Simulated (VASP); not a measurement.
# C (Fd-3m) in VASP: notebook

C is run at these levels: r2SCAN, HSE06, PBE0; tasks: single point.

All numbers are computed with VASP 6.6.1; they aren't measurements. Logs are shortened: lines on timing, memory, paths and dates and some standing lists are left out, and cuts for length are marked.

**1. The cell of the first run**

The structure is cubic, space group Fd-3m (No. 227). Conventional cell: a = 3.571 Å, b = 3.571 Å, c = 3.571 Å, α = 90.00°, β = 90.00°, γ = 90.00°. C (site symmetry -43m) has 4 C at 1.55 Å within 2.1 Å.

**2. Single point, r2SCAN**

Input file POSCAR:

```
C
1.0
    0.0000000000      1.7857368639      1.7857368639
    1.7857368639      0.0000000000      1.7857368639
    1.7857368639      1.7857368639      0.0000000000
C
2
Direct
    0.0000000000      0.0000000000      0.0000000000
    0.2500000000      0.2500000000      0.2500000000
```

Input file INCAR.step1:

```
SYSTEM = C
PREC     = Accurate       ! precision mode
ENCUT    = 660            ! plane-wave cutoff, eV
ISMEAR   = 0              ! smearing method
SIGMA    = 0.02           ! smearing width, eV
LREAL    = .False.        ! projectors in reciprocal space
LASPH    = .True.         ! aspherical terms in the spheres
NELM     = 120            ! most SCF steps
NBANDS   = 11             ! bands
GGA      = PE             ! functional
ALGO     = Normal         ! electronic algorithm
EDIFF    = 1E-5           ! SCF threshold, eV
LWAVE    = .True.         ! write WAVECAR
LCHARG   = .False.        ! write CHGCAR
GGA_COMPAT= .False.
```

Input file INCAR.step2:

```
SYSTEM = C
PREC     = Accurate       ! precision mode
ENCUT    = 660            ! plane-wave cutoff, eV
EDIFF    = 1E-6           ! SCF threshold, eV
ISMEAR   = 0              ! smearing method
SIGMA    = 0.02           ! smearing width, eV
LREAL    = .False.        ! projectors in reciprocal space
LASPH    = .True.         ! aspherical terms in the spheres
NELM     = 120            ! most SCF steps
ALGO     = Normal         ! electronic algorithm
ISIF     = 2              ! what is computed and relaxed
LWAVE    = .False.        ! write WAVECAR
LCHARG   = .True.         ! write CHGCAR
METAGGA  = R2SCAN         ! meta-GGA
LMIXTAU  = .True.       
LELF     = .True.         ! ELF
LVHAR    = .True.       
NBANDS   = 11             ! bands
ISTART   = 1            
GGA_COMPAT= .False.
```

Input file KPOINTS:

```
Automatic mesh
0
Gamma
  12 12 12
  0 0 0
```

Potentials or basis: VASP PAW PBE potentials, release 64 (C).

On the command line:

```console
$ cat potpaw_PBE.64/C/POTCAR > POTCAR
$ cp INCAR.step1 INCAR
$ mpirun -np 1 vasp_std > vasp.out
$ cp INCAR.step2 INCAR
$ mpirun -np 1 vasp_std > vasp.out
```

OUTCAR:

```text
SYSTEM = C
   PREC = Accurate
   ENCUT = 660
   EDIFF = 1E-6
   ISMEAR = 0
   LREAL = .False.
   LASPH = .True.
   NELM = 120
   ISIF = 2
   METAGGA = R2SCAN
   ISTART = 1

 ion  position               nearest neighbor table
   1  0.000  0.000  0.000-   2 1.55   2 1.55   2 1.55   2 1.55
   2  0.250  0.250  0.250-   1 1.55   1 1.55   1 1.55   1 1.55

  LATTYP: Found a face centered cubic cell.
 ALAT       =     3.5714737278

  Lattice vectors:

 A1 = (   0.0000000000,   1.7857368639,   1.7857368639)
 A2 = (   1.7857368639,   0.0000000000,   1.7857368639)
 A3 = (   1.7857368639,   1.7857368639,   0.0000000000)

Analysis of symmetry for initial positions (statically):
=====================================================================
 Subroutine PRICEL returns:
 Original cell was already a primitive cell.

 Routine SETGRP: Setting up the symmetry group for a
 face centered cubic supercell.

 Subroutine GETGRP returns: Found 48 space group operations
 (whereof 24 operations were pure point group operations)
 out of a pool of 48 trial point group operations.

The static configuration has the point symmetry T_d .
 The point group associated with its full space group is O_h .

Analysis of symmetry for dynamics (positions and initial velocities):
=====================================================================
 Subroutine PRICEL returns:
 Original cell was already a primitive cell.

 Routine SETGRP: Setting up the symmetry group for a
 face centered cubic supercell.

 Subroutine GETGRP returns: Found 48 space group operations
 (whereof 24 operations were pure point group operations)
 out of a pool of 48 trial point group operations.

The dynamic configuration has the point symmetry T_d .
 The point group associated with its full space group is O_h .

 Subroutine INISYM returns: Found 48 space group operations
 (whereof 24 operations are pure point group operations),
 and found     1 'primitive' translations

----------------------------------------------------------------------------------------

                                     Primitive cell

  volume of cell :      11.3889

  direct lattice vectors                    reciprocal lattice vectors
     0.000000000  1.785736864  1.785736864    -0.279996460  0.279996460  0.279996460
     1.785736864  0.000000000  1.785736864     0.279996460 -0.279996460  0.279996460
     1.785736864  1.785736864  0.000000000     0.279996460  0.279996460 -0.279996460

  length of vectors
     2.525413292  2.525413292  2.525413292     0.484968094  0.484968094  0.484968094

  position of ions in fractional coordinates (direct lattice)
     0.000000000  0.000000000  0.000000000
     0.250000000  0.250000000  0.250000000

  ion indices of the primitive-cell ions
   primitive index   ion index
                 1           1
                 2           2

----------------------------------------------------------------------------------------

 KPOINTS: Automatic mesh

Automatic generation of k-mesh.
 Grid dimensions read from file:
 generate k-points for:   12   12   12

 Generating k-lattice:

  Cartesian coordinates                     Fractional coordinates (reciprocal lattice)
    -0.023333038  0.023333038  0.023333038     0.083333333  0.000000000  0.000000000
     0.023333038 -0.023333038  0.023333038     0.000000000  0.083333333  0.000000000
     0.023333038  0.023333038 -0.023333038     0.000000000  0.000000000  0.083333333

  Length of vectors
     0.040414008  0.040414008  0.040414008

  Shift w.r.t. Gamma in fractional coordinates (k-lattice)
     0.000000000  0.000000000  0.000000000

 Subroutine IBZKPT returns following result:
 ===========================================

 Found     72 irreducible k-points:

 Following reciprocal coordinates:
            Coordinates               Weight
  0.000000  0.000000  0.000000      1.000000
  0.083333  0.000000  0.000000      8.000000
  0.166667  0.000000  0.000000      8.000000
  0.250000  0.000000  0.000000      8.000000
  0.333333  0.000000  0.000000      8.000000
  0.416667  0.000000  0.000000      8.000000
[... 16 lines left out ...]
  0.500000  0.166667  0.000000     24.000000
 -0.416667  0.166667  0.000000     24.000000
 [... further k-points ...]
   k-points           NKPTS =     72   k-points in BZ     NKDIM =     72   number of bands    NBANDS=     11
   number of dos      NEDOS =    301   number of ions     NIONS =      2
   total plane-waves  NPLWV =  13824
   dimension x,y,z NGX =    24 NGY =   24 NGZ =   24
   dimension x,y,z NGXF=    48 NGYF=   48 NGZF=   48
   ions per type =               2
   NGX,Y,Z   is equivalent  to a cutoff of  15.80, 15.80, 15.80 a.u.
   NGXF,Y,Z  is equivalent  to a cutoff of  31.60, 31.60, 31.60 a.u.
 SYSTEM =  C
   PREC   = accura    normal or accurate (medium, high low for compatibility)
   ISTART =      1    job   : 0-new  1-cont  2-samecut
   ICHARG =      0    charge: 1-file 2-atom 10-const
   ISPIN  =      1    spin polarized calculation?
   LNONCOLLINEAR =      F non collinear calculations
   LSORBIT =      F    spin-orbit coupling
   LASPH  =      T    aspherical Exc in radial PAW
   ENCUT  =  660.0 eV  48.51 Ry    6.96 a.u.   5.29  5.29  5.29*2*pi/ulx,y,z
   NELM   =    120;   NELMIN=  2; NELMDL=  0     # of ELM steps
   EDIFF  = 0.1E-05   stopping-criterion for ELM
   LREAL  =      F    real-space projection
   EDIFFG = 0.1E-04   stopping-criterion for IOM
   NSW    =      0    number of steps for IOM
   IBRION =     -1    ionic relax: 0-MD 1-quasi-New 2-CG
   NFREE  =      0    steps in history (QN), initial steepest desc. (CG)
   ISIF   =      2    stress and relaxation
   ISYM   =      2    0-nonsym 1-usesym 2-fastsym
   POTIM  = 0.5000    time-step for ionic-motion
   TEBEG  =    0.0;   TEEND  =   0.0 temperature during run
   PSTRESS=    0.0 pullay stress
   NELECT =       8.0000    total number of electrons
   NUPDOWN=      -1.0000    fix difference up-down
   EMIN   =  10.00;   EMAX   =-10.00  energy-range for DOS
   EFERMI =   0.00;   METHOD = LEGACY
   ISMEAR =     0;   SIGMA  =   0.02  broadening in eV -4-tet -1-fermi 0-gaus
   EFERMI_NEDOS =   21; number of points for ismear=-14 and -15
   IALGO  =     38    algorithm
   IMIX   =      4    mixing-type and parameters
     AMIX     =   0.40;   BMIX     =  1.00
     AMIX_MAG =   1.60;   BMIX_MAG =  1.00
  volume/ion in A,a.u.               =       5.69        38.43
  Fermi-wavevector in a.u.,A,eV,Ry     =   1.455272  2.750064 28.814625  2.117815
  Thomas-Fermi vector in A             =   2.572325
   LORBIT       =      0    0 simple, 1 ext, 2 COOP (PROOUT), +10 PAW based schemes
   METAGGA = R2SCAN    functional components
   LHFCALC =     F    Hartree Fock is set to
   AEXX    =    0.0000 exact exchange contribution
   IVDW    =     0    specifies the selected vdW correction
   LEPSILON=     F    determine dielectric tensor
   LRPA    =     F    only Hartree local field effects (RPA)
 non-spin polarized calculation
 Gauss-broadening in eV      SIGMA  =   0.02
  energy-cutoff  :      660.00
  volume of cell :       11.39
 maximum number of plane-waves:       448
 NGX is ok and might be reduce to    24
   NGX = 11   NGY = 11   NGZ = 11

 number of electron       8.0000000 magnetization

 Free energy of the ion-electron system (eV)
  ---------------------------------------------------
  ext. energy  EPLUGINS =         0.00000000
  ---------------------------------------------------
  free energy    TOTEN  =       -19.66836581 eV

  energy without entropy =      -19.66836581  energy(sigma->0) =      -19.66836581

 E-fermi :   9.8316     XC(G=0): -14.2350

 val. band max:        9.6521446662   @ k =   0.0000   0.0000   0.0000
 cond. band min:      13.9865943100   @ k =   0.3333   0.3333   0.0000
 fundamental gap:      4.3344496438
 Fermi energy:         9.8316141063

 k-point     1 :       0.0000    0.0000    0.0000
  band No.  band energies     occupation
      1     -12.9865      2.00000
      2       9.6521      2.00000
      3       9.6521      2.00000
      4       9.6521      2.00000
      5      15.4771      0.00000
      6      15.4771      0.00000
      7      15.4771      0.00000
      8      23.3736      0.00000
      9      29.9956      0.00000
     10      36.9976      0.00000
     11      36.9976      0.00000

 k-point     2 :       0.0833    0.0000    0.0000
  band No.  band energies     occupation
      1     -12.7864      2.00000
      2       8.3394      2.00000
      3       9.3086      2.00000
      4       9.3086      2.00000
      5      15.9274      0.00000
      6      15.9274      0.00000
      7      16.2392      0.00000
      8      23.5806      0.00000
      9      30.3390      0.00000
     10      34.9542      0.00000
     11      34.9542      0.00000

 k-point     3 :       0.1667    0.0000    0.0000
  band No.  band energies     occupation
      1     -12.1884      2.00000
      2       5.6543      2.00000
      3       8.5651      2.00000
      4       8.5651      2.00000
      5      16.9037      0.00000
      6      16.9037      0.00000
      7      17.3635      0.00000
      8      24.1778      0.00000
      9      31.0565      0.00000
     10      33.3194      0.00000
     11      33.3194      0.00000
[... 267 lines left out ...]
 k-point    23 :       0.5000    0.1667    0.0000
  band No.  band energies     occupation
      1      -7.0380      2.00000
      2      -2.9881      2.00000
      3       4.3597      2.00000
      4       5.4621      2.00000
      5      17.0794      0.00000
      6      20.9136      0.00000
      7      21.3356      0.00000
      8      24.7338      0.00000
      9      30.9161      0.00000
     10      34.7559      0.00000
     11      37.4407      0.00000

 k-point    24 :      -0.4167    0.1667    0.0000
  band No.  band energies     occupation
      1      -6.6162      2.00000
      2      -3.5005      2.00000
      3       3.8524      2.00000
      4       5.8590      2.00000
      5      17.5372      0.00000
      6      20.3895      0.00000
      7      21.3139      0.00000
      8      25.9851      0.00000
      9      30.1606      0.00000
     10      34.8760      0.00000
     11      35.5646      0.00000

 [... further k-points ...]

------------------------ aborting loop because EDIFF is reached ----------------------------------------

  FORCE on cell =-STRESS in cart. coord.  units (eV):
  Direction    XX          YY          ZZ          XY          YZ          ZX
  --------------------------------------------------------------------------------------
  -------------------------------------------------------------------------------------
  Total       -0.2879094     -0.2879094     -0.2879094     -0.0000000      0.0000000     -0.0000000
  in kB      -40.5027075    -40.5027075    -40.5027075     -0.0000000      0.0000000     -0.0000000
  external PRESSURE =     -40.5027075 kB  Pullay stress =       0.0000000 kB

 VOLUME and BASIS-vectors are now :
 -----------------------------------------------------------------------------
  energy-cutoff  :      660.00
  volume of cell :       11.39
      direct lattice vectors                 reciprocal lattice vectors
     0.000000000  1.785736864  1.785736864    -0.279996460  0.279996460  0.279996460
     1.785736864  0.000000000  1.785736864     0.279996460 -0.279996460  0.279996460
     1.785736864  1.785736864  0.000000000     0.279996460  0.279996460 -0.279996460

 POSITION                                       TOTAL-FORCE (eV/Angst)
 -----------------------------------------------------------------------------------
      0.00000      0.00000      0.00000        -0.000000     -0.000000     -0.000000
      0.89287      0.89287      0.89287         0.000000      0.000000      0.000000
 -----------------------------------------------------------------------------------
    total drift:                               -0.000000      0.000000      0.000000

  FREE ENERGIE OF THE ION-ELECTRON SYSTEM (eV)
  ---------------------------------------------------
  free  energy   TOTEN  =       -19.6683658109 eV

  energy  without entropy=      -19.6683658109  energy(sigma->0) =      -19.66836581
```

Wall time 34 s (1 thread of Intel Xeon Platinum 8259CL at 2.50GHz (Skylake/Cascade Lake), shared host); peak memory 0.13 GiB.

What came out:

| Quantity | Value |
| --- | --- |
| Free energy | -19.6684 eV |
| Pressure | -4.1 GPa |
| Band gap on the k mesh | 4.33 eV (least direct gap 5.83 eV) |

Caveat: the cell stands under tension; the PAW data sets were made with another functional, which shifts forces and pressure a little.

[end of part 1 of 2]
